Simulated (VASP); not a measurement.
# Mo (P-1) in VASP: settings compared

Aim: see how the results for Mo move with the level of theory and the settings. Levels: PBEsol, HSE06. Tasks: single point.

Program: VASP 6.6.1. These are calculated values, not measurements. Logs are shortened: lines on timing, memory, paths and dates and some standing lists are left out, and cuts for length are marked.

## (1) The cell of the first run

The typed cell holds 1 atom: a = 2.825 Å, b = 2.722 Å, c = 2.538 Å, α = 89.36°, β = 92.00°, γ = 122.00°.

## (2) Single point, PBEsol

INCAR

```
PREC = Accurate
ENCUT = 520
EDIFF = 1E-6
ISMEAR = -1
SIGMA = 0.1
LREAL = False
LASPH = True
NELM = 100
ALGO = Fast
ISIF = 2
LWAVE = False
LCHARG = True
GGA = PS
LELF = True
LVHAR = True
NBANDS = 13
```

KPOINTS

```
Automatic mesh
0
Gamma
  12 13 12
```

POSCAR

```
Mo
1.0
    2.8244807000     -0.0180516400     -0.0483609000
   -1.4278735300      2.3175461800      0.0145522700
   -0.0451728600     -0.0103847700      2.5373308300
Mo
1
Direct
    0.0000000000      0.0000000000      0.5000000000
```

Potentials or basis: VASP PAW PBE potentials, release 64 (Mo_sv).

Command:

```console
cat potpaw_PBE.64/Mo_sv/POTCAR > POTCAR
mpirun -np 1 vasp_std > vasp.out
```

OUTCAR:

```text
PREC = Accurate
   ENCUT = 520
   EDIFF = 1E-6
   ISMEAR = -1
   LREAL = False
   LASPH = True
   NELM = 100
   ISIF = 2
   GGA = PS

 ion  position               nearest neighbor table
   1  0.000  0.000  0.500-

  LATTYP: Found a triclinic cell.
 ALAT       =     2.8249523647
 B/A-ratio  =     0.9636061948
 C/A-ratio  =     0.8983352041
 COS(alpha) =     0.0111980975
 COS(beta)  =     0.0348875442
 COS(gamma) =     0.5299847481

  Lattice vectors:

 A1 = (   2.8244807000,  -0.0180516400,  -0.0483609000)
 A2 = (   1.4278735300,  -2.3175461800,  -0.0145522700)
 A3 = (   0.0451728600,   0.0103847700,  -2.5373308300)

Analysis of symmetry for initial positions (statically):
=====================================================================
 Subroutine PRICEL returns:
 Original cell was already a primitive cell.

 Routine SETGRP: Setting up the symmetry group for a
 triclinic supercell.

 Subroutine GETGRP returns: Found  2 space group operations
 (whereof  2 operations were pure point group operations)
 out of a pool of  2 trial point group operations.

The static configuration has the point symmetry S_2 .

Analysis of symmetry for dynamics (positions and initial velocities):
=====================================================================
 Subroutine PRICEL returns:
 Original cell was already a primitive cell.

 Routine SETGRP: Setting up the symmetry group for a
 triclinic supercell.

 Subroutine GETGRP returns: Found  2 space group operations
 (whereof  2 operations were pure point group operations)
 out of a pool of  2 trial point group operations.

The dynamic configuration has the point symmetry S_2 .

 Subroutine INISYM returns: Found  2 space group operations
 (whereof  2 operations are pure point group operations),
 and found     1 'primitive' translations

----------------------------------------------------------------------------------------

                                     Primitive cell

  volume of cell :      16.5383

  direct lattice vectors                    reciprocal lattice vectors
     2.824480700 -0.018051640 -0.048360900     0.355570951  0.219026998  0.007226768
    -1.427873530  2.317546180  0.014552270     0.002799880  0.433204463  0.001822863
    -0.045172860 -0.010384770  2.537330830     0.006761037  0.001690057  0.394242231

  length of vectors
     2.824952365  2.722141599  2.537754159     0.417679008  0.433217346  0.394303822

  position of ions in fractional coordinates (direct lattice)
     0.000000000  0.000000000  0.500000000

  ion indices of the primitive-cell ions
   primitive index   ion index
                 1           1

----------------------------------------------------------------------------------------

 KPOINTS: Automatic mesh

Automatic generation of k-mesh.
 Grid dimensions read from file:
 generate k-points for:   12   13   12

 Generating k-lattice:

  Cartesian coordinates                     Fractional coordinates (reciprocal lattice)
     0.029630913  0.018252250  0.000602231     0.083333333 -0.000000000  0.000000000
     0.000215375  0.033323420  0.000140220    -0.000000000  0.076923077 -0.000000000
     0.000563420  0.000140838  0.032853519    -0.000000000  0.000000000  0.083333333

  Length of vectors
     0.034806584  0.033324411  0.032858652

  Shift w.r.t. Gamma in fractional coordinates (k-lattice)
     0.000000000  0.000000000  0.000000000

 Subroutine IBZKPT returns following result:
 ===========================================

 Found    938 irreducible k-points:

 Following reciprocal coordinates:
            Coordinates               Weight
  0.000000  0.000000  0.000000      1.000000
  0.083333  0.000000  0.000000      2.000000
  0.166667 -0.000000  0.000000      2.000000
  0.250000  0.000000  0.000000      2.000000
  0.333333 -0.000000  0.000000      2.000000
  0.416667 -0.000000  0.000000      2.000000
[... 16 lines left out ...]
  0.250000  0.153846  0.000000      2.000000
  0.333333  0.153846  0.000000      2.000000
 [... further k-points ...]
   k-points           NKPTS =    938   k-points in BZ     NKDIM =    938   number of bands    NBANDS=     13
   number of dos      NEDOS =    301   number of ions     NIONS =      1
   total plane-waves  NPLWV =   9600
   dimension x,y,z NGX =    24 NGY =   20 NGZ =   20
   dimension x,y,z NGXF=    48 NGYF=   40 NGZF=   40
   ions per type =               1
   NGX,Y,Z   is equivalent  to a cutoff of  14.12, 12.21, 13.10 a.u.
   NGXF,Y,Z  is equivalent  to a cutoff of  28.25, 24.43, 26.20 a.u.
 SYSTEM =  unknown system
   PREC   = accura    normal or accurate (medium, high low for compatibility)
   ISTART =      0    job   : 0-new  1-cont  2-samecut
   ICHARG =      2    charge: 1-file 2-atom 10-const
   ISPIN  =      1    spin polarized calculation?
   LNONCOLLINEAR =      F non collinear calculations
   LSORBIT =      F    spin-orbit coupling
   LASPH  =      T    aspherical Exc in radial PAW
   ENCUT  =  520.0 eV  38.22 Ry    6.18 a.u.   5.25  5.06  4.72*2*pi/ulx,y,z
   NELM   =    100;   NELMIN=  2; NELMDL= -5     # of ELM steps
   EDIFF  = 0.1E-05   stopping-criterion for ELM
   LREAL  =      F    real-space projection
   EDIFFG = 0.1E-04   stopping-criterion for IOM
   NSW    =      0    number of steps for IOM
   IBRION =     -1    ionic relax: 0-MD 1-quasi-New 2-CG
   NFREE  =      0    steps in history (QN), initial steepest desc. (CG)
   ISIF   =      2    stress and relaxation
   ISYM   =      2    0-nonsym 1-usesym 2-fastsym
   POTIM  = 0.5000    time-step for ionic-motion
   TEBEG  =    0.0;   TEEND  =   0.0 temperature during run
   PSTRESS=    0.0 pullay stress
   NELECT =      14.0000    total number of electrons
   NUPDOWN=      -1.0000    fix difference up-down
   EMIN   =  10.00;   EMAX   =-10.00  energy-range for DOS
   EFERMI =   0.00;   METHOD = LEGACY
   ISMEAR =    -1;   SIGMA  =   0.10  broadening in eV -4-tet -1-fermi 0-gaus
   EFERMI_NEDOS =   21; number of points for ismear=-14 and -15
   IALGO  =     68    algorithm
   IMIX   =      4    mixing-type and parameters
     AMIX     =   0.40;   BMIX     =  1.00
     AMIX_MAG =   1.60;   BMIX_MAG =  1.00
  volume/ion in A,a.u.               =      16.54       111.61
  Fermi-wavevector in a.u.,A,eV,Ry     =   1.548653  2.926529 32.631197  2.398325
  Thomas-Fermi vector in A             =   2.653572
   LORBIT       =      0    0 simple, 1 ext, 2 COOP (PROOUT), +10 PAW based schemes
   GGA     = PS    functional components
   LHFCALC =     F    Hartree Fock is set to
   AEXX    =    0.0000 exact exchange contribution
   IVDW    =     0    specifies the selected vdW correction
   LEPSILON=     F    determine dielectric tensor
   LRPA    =     F    only Hartree local field effects (RPA)
 non-spin polarized calculation
 RMM-DIIS sequential band-by-band and
  energy-cutoff  :      520.00
  volume of cell :       16.54
 maximum number of plane-waves:       461
 NGX is ok and might be reduce to    24
   NGX = 11   NGY = 11   NGZ =  9

 number of electron      13.9999999 magnetization

 Free energy of the ion-electron system (eV)
  ---------------------------------------------------
  ext. energy  EPLUGINS =         0.00000000
  ---------------------------------------------------
  free energy    TOTEN  =       -10.88579465 eV

  energy without entropy =      -10.85079795  energy(sigma->0) =      -10.86829630

 E-fermi :  11.4818     XC(G=0): -13.1233

 val. band max:       11.4789924579   @ k =  -0.2500  -0.2308   0.3333
 cond. band min:      11.4824463982   @ k =   0.3333  -0.2308   0.4167
 fundamental gap:      0.0034539403
 Fermi energy:        11.4818075158

 k-point     1 :       0.0000    0.0000    0.0000
  band No.  band energies     occupation
      1     -49.5078      2.00000
      2     -22.8846      2.00000
      3     -22.7601      2.00000
      4     -22.6914      2.00000
      5       4.6251      2.00000
      6       7.1069      2.00000
      7       9.9012      2.00000
      8      11.1852      1.90202
      9      15.4839      0.00000
     10      15.7091      0.00000
     11      24.3937      0.00000
     12      27.4065      0.00000
     13      31.3578      0.00000

 k-point     2 :       0.0833    0.0000    0.0000
  band No.  band energies     occupation
      1     -49.4937      2.00000
      2     -22.9517      2.00000
      3     -22.8070      2.00000
      4     -22.6835      2.00000
      5       4.8887      2.00000
      6       7.2171      2.00000
      7       9.8476      2.00000
      8      11.2355      1.84298
      9      15.2678      0.00000
     10      15.6065      0.00000
     11      24.9680      0.00000
     12      27.9193      0.00000
     13      30.3083      0.00000

 k-point     3 :       0.1667   -0.0000    0.0000
  band No.  band energies     occupation
      1     -49.4549      2.00000
      2     -23.1901      2.00000
      3     -22.8783      2.00000
      4     -22.6582      2.00000
      5       5.5803      2.00000
      6       7.5096      2.00000
      7       9.5751      2.00000
      8      11.7168      0.17411
      9      14.6174      0.00000
     10      15.4724      0.00000
     11      26.1276      0.00000
     12      28.4218      0.00000
     13      29.3508      0.00000
[... 305 lines left out ...]
 k-point    23 :       0.2500    0.1538    0.0000
  band No.  band energies     occupation
      1     -49.3191      2.00000
      2     -23.9136      2.00000
      3     -23.1587      2.00000
      4     -22.5670      2.00000
      5       7.5660      2.00000
      6       8.1393      2.00000
      7       9.3585      2.00000
      8      13.1089      0.00000
      9      14.8346      0.00000
     10      15.0040      0.00000
     11      23.3007      0.00000
     12      25.2202      0.00000
     13      30.7180      0.00000

 k-point    24 :       0.3333    0.1538    0.0000
  band No.  band energies     occupation
      1     -49.2869      2.00000
      2     -24.0733      2.00000
      3     -23.2413      2.00000
      4     -22.5454      2.00000
      5       7.5420      2.00000
      6       8.1952      2.00000
      7      10.4485      1.99993
      8      12.8179      0.00000
      9      14.6424      0.00000
     10      16.4350      0.00000
     11      21.6530      0.00000
     12      23.9128      0.00000
     13      29.5134      0.00000

 [... further k-points ...]

------------------------ aborting loop because EDIFF is reached ----------------------------------------

  FORCE on cell =-STRESS in cart. coord.  units (eV):
  Direction    XX          YY          ZZ          XY          YZ          ZX
  --------------------------------------------------------------------------------------
  -------------------------------------------------------------------------------------
  Total        0.0725419     -0.3623591     -0.6481588     -0.0319909     -0.0656406     -0.3276795
  in kB        7.0276374    -35.1042199    -62.7916129     -3.0991784     -6.3590615    -31.7445707
  external PRESSURE =     -30.2893985 kB  Pullay stress =       0.0000000 kB

 VOLUME and BASIS-vectors are now :
 -----------------------------------------------------------------------------
  energy-cutoff  :      520.00
  volume of cell :       16.54
      direct lattice vectors                 reciprocal lattice vectors
     2.824480700 -0.018051640 -0.048360900     0.355570951  0.219026998  0.007226768
    -1.427873530  2.317546180  0.014552270     0.002799880  0.433204463  0.001822863
    -0.045172860 -0.010384770  2.537330830     0.006761037  0.001690057  0.394242231

 POSITION                                       TOTAL-FORCE (eV/Angst)
 -----------------------------------------------------------------------------------
     -0.02259     -0.00519      1.26867        -0.000000     -0.000000      0.000000
 -----------------------------------------------------------------------------------
    total drift:                               -0.000000      0.000000     -0.000000

  FREE ENERGIE OF THE ION-ELECTRON SYSTEM (eV)
  ---------------------------------------------------
  free  energy   TOTEN  =       -10.8857946474 eV

  energy  without entropy=      -10.8507979533  energy(sigma->0) =      -10.86829630
```

Run time: 2.2 min. Hardware: 1 thread of Intel Xeon Platinum 8259CL at 2.50GHz (Skylake/Cascade Lake), shared host; peak memory 0.29 GiB.

What came out:

```
Free energy            : -10.8858 eV
Pressure               : -3.0 GPa
Band gap on the k mesh : zero (bands 7 and 8 overlap by 1.77 eV)
```

Levels at points of the mesh, in eV from the Fermi level:
```tsv
k point	band 4	band 5	band 6	band 7	band 8	band 9	band 10	band 11
(0.00, 0.00, 0.00)	-34.17	-6.86	-4.37	-1.58	-0.30	4.00	4.23	12.91
(0.50, 0.00, 0.00)	-34.03	-4.92	-3.29	0.85	1.09	3.57	4.15	9.96
(0.00, 0.00, 0.50)	-34.07	-3.72	-0.70	0.07	0.41	0.62	0.85	10.28
(0.50, 0.00, 0.50)	-34.38	-5.43	-3.34	-0.43	4.48	6.15	6.20	7.21
```

Caveat: the stress differs along the axes, from -6 to 1 GPa; the PAW data sets were made with another functional, which shifts forces and pressure a little.

## (3) Single point, PBEsol

INCAR

```
SYSTEM = Mo
PREC     = Accurate       ! precision mode
ENCUT    = 520            ! plane-wave cutoff, eV
EDIFF    = 1E-6           ! SCF threshold, eV
ISMEAR   = -1             ! smearing method
SIGMA    = 0.1            ! smearing width, eV
LREAL    = .FALSE.        ! projectors in reciprocal space
LASPH    = .TRUE.         ! aspherical terms in the spheres
NELM     = 100            ! most SCF steps
ALGO     = Fast           ! electronic algorithm
ISIF     = 2              ! what is computed and relaxed
LWAVE    = .FALSE.        ! write WAVECAR
LCHARG   = .FALSE.        ! write CHGCAR
GGA      = PS             ! functional
NBANDS   = 13             ! bands
```

KPOINTS

```
Automatic mesh
0
G
  15 16 14
  0 0 0
```

POSCAR is that of step 2.

Potentials or basis: VASP PAW PBE potentials, release 64 (Mo_sv).

Command:

```console
cat potpaw_PBE.64/Mo_sv/POTCAR > POTCAR
mpirun -np 1 vasp_std > vasp.out
```

It took 3.4 min on 1 thread of Intel Xeon Platinum 8259CL at 2.50GHz (Skylake/Cascade Lake), shared host; peak memory 0.42 GiB.

Results (log left out):

```
Free energy            : -10.8999 eV
Pressure               : -3.0 GPa
Band gap on the k mesh : zero (bands 7 and 8 overlap by 1.92 eV)
```

Stress tensor (GPa, compression positive):
```
 0.93 -0.13 -3.13
-0.13 -2.78 -0.72
-3.13 -0.72 -7.02
```

Levels at points of the mesh, in eV from the Fermi level:
```csv
k point,band 3,band 4,band 5,band 6,band 7,band 8,band 9,band 10,band 11,band 12
"(0.00, 0.00, 0.00)",-34.24,-34.16,-6.85,-4.36,-1.59,-0.30,4.01,4.24,12.90,15.92
"(0.00, 0.50, 0.00)",-34.76,-33.99,-5.05,-3.06,1.04,1.38,3.20,4.52,10.57,12.37
"(0.00, 0.00, 0.50)",-34.19,-34.07,-3.73,-0.71,0.08,0.42,0.62,0.86,10.29,16.02
"(0.00, 0.50, 0.50)",-35.45,-34.57,-5.37,-3.44,-0.98,4.87,6.25,6.61,7.73,15.67
```

Caveat: the stress differs along the axes, from -7 to 1 GPa; the PAW data sets were made with another functional, which shifts forces and pressure a little.

## (4) Single point, PBEsol

INCAR

```
SYSTEM = Mo
PREC = Accurate
ENCUT = 520
EDIFF = 1E-6
ISMEAR = -1
SIGMA = 0.1
LREAL = .FALSE.
LASPH = .TRUE.
NELM = 60
ALGO = Fast
ISIF = 2
LWAVE = .FALSE.
LCHARG = .FALSE.
GGA = PS
NBANDS = 13
```

KPOINTS

```
Automatic mesh
0
G
  18 19 17
  0 0 0
```

POSCAR is that of step 3.

Command:

```console
cat potpaw_PBE.64/Mo_sv/POTCAR > POTCAR
mpirun -np 1 vasp_std > vasp.out
```

Run time: 7.4 min. Hardware: 1 thread of Intel Xeon Platinum 8259CL at 2.50GHz (Skylake/Cascade Lake), shared host; peak memory 0.64 GiB.

It converged, with:

```
Free energy            : -10.8939 eV
Pressure               : -2.8 GPa
Band gap on the k mesh : zero (bands 7 and 8 overlap by 1.86 eV)
```

Stress tensor (GPa, compression positive):
```
 0.90 -0.13 -3.25
-0.13 -3.32 -0.79
-3.25 -0.79 -5.91
```

Levels at points of the mesh, in eV from the Fermi level:
| k point | band 5 | band 6 | band 7 | band 8 | band 9 | band 10 |
| --- | --- | --- | --- | --- | --- | --- |
| (0.00, 0.00, 0.00) | -6.84 | -4.35 | -1.57 | -0.29 | 4.02 | 4.24 |
| (0.50, 0.00, 0.00) | -4.91 | -3.26 | 0.86 | 1.11 | 3.58 | 4.16 |

Caveat: the stress differs along the axes, from -6 to 1 GPa; the PAW data sets were made with another functional, which shifts forces and pressure a little.

## (5) Single point, HSE06

POSCAR is that of step 4.

INCAR.step1

```
PREC = Accurate
ENCUT = 520
EDIFF = 1E-5
ISMEAR = -1
SIGMA = 0.05
LREAL = F
LASPH = T
NELM = 60
ALGO = Normal
ISIF = 2
LWAVE = T
GGA = PE
NBANDS = 13
KPAR = 4
```

INCAR.step2

```
PREC = Accurate
ENCUT = 520
EDIFF = 1E-7
ISMEAR = -1
SIGMA = 0.05
LREAL = F
LASPH = T
NELM = 60
ALGO = Normal
ISIF = 2
LWAVE = F
LCHARG = T
GGA = PE
LHFCALC = T
HFSCREEN = 0.2079
PRECFOCK = Normal
LVHAR = T
ISTART = 1
NBANDS = 13
KPAR = 4
```

KPOINTS

```
Automatic mesh
0
Gamma
  6 7 6
```

Command:

```console
cat potpaw_PBE.64/Mo_sv/POTCAR > POTCAR
cp INCAR.step1 INCAR
mpirun -np 4 vasp_std > vasp.out
cp INCAR.step2 INCAR
mpirun -np 4 vasp_std > vasp.out
```

Run time: 50 min. Hardware: 4 MPI ranks of Oxide Virtual Turin-like, shared host; peak memory 0.22 GiB.

Results (log left out):

| Property | Result |
| --- | --- |
| Free energy | -11.9600 eV |
| Pressure | -4.4 GPa |
| Band gap on the k mesh | zero (bands 7 and 8 overlap by 1.94 eV) |

Stress tensor (GPa, compression positive):
```
  5.32   0.54  -2.82
  0.54  -5.47  -1.29
 -2.82  -1.29 -13.04
```

Levels at points of the mesh, in eV from the Fermi level:
```tsv
k point	band 3	band 4	band 5	band 6	band 7	band 8	band 9	band 10	band 11	band 12
(0.00, 0.00, 0.00)	-37.20	-37.11	-8.07	-5.59	-2.28	-0.44	4.72	4.98	13.43	16.80
(0.50, 0.00, 0.00)	-37.57	-36.97	-6.03	-4.30	0.42	1.47	4.22	4.59	10.66	14.28
(0.00, 0.00, 0.50)	-37.14	-37.01	-4.61	-1.31	-0.43	0.49	0.80	1.15	10.95	16.72
(0.50, 0.00, 0.50)	-38.49	-37.36	-6.39	-4.23	-0.56	4.96	6.48	6.49	7.60	17.25
```

Caveat: the k points lie up to 0.41 Å⁻¹ apart, too coarse for converged energies and pressures of a metal; the PAW data sets were made with another functional, which shifts forces and pressure a little.

## (6) Summary

| level | k mesh | smearing | grid for exact exchange (PRECFOCK) | share of exact exchange | screening parameter | gap on the mesh (eV) | pressure (GPa) |
| --- | --- | --- | --- | --- | --- | --- | --- |
| PBEsol | 12 × 13 × 12 | fermi-dirac 0.1 eV | - | - | - | none | -3.0 |
| PBEsol | 15 × 16 × 14 | fermi-dirac 0.1 eV | - | - | - | none | -3.0 |
| PBEsol | 18 × 19 × 17 | fermi-dirac 0.1 eV | - | - | - | none | -2.8 |
| HSE06 | 6 × 7 × 6 | fermi-dirac 0.05 eV | Normal | 0.25 | 0.2079 1/Å | none | -4.4 |

Alike in all rows: task single point; potentials or basis VASP PAW PBE potentials, release 64 (Mo_sv); no spin polarisation; cell as given; cutoff (eV) 520.

Caveats: some runs use coarse meshes; the PAW data sets were made with another functional, which shifts forces and pressure a little; the stress differs along the axes, from -6 to 1 GPa (at least some runs); the stress differs along the axes, from -7 to 1 GPa (at least some runs).

Total energies depend on the potentials used, so only differences within one code and one set of settings carry meaning.

The gap in the log of VASP goes by the Fermi energy; the results here count the filled bands.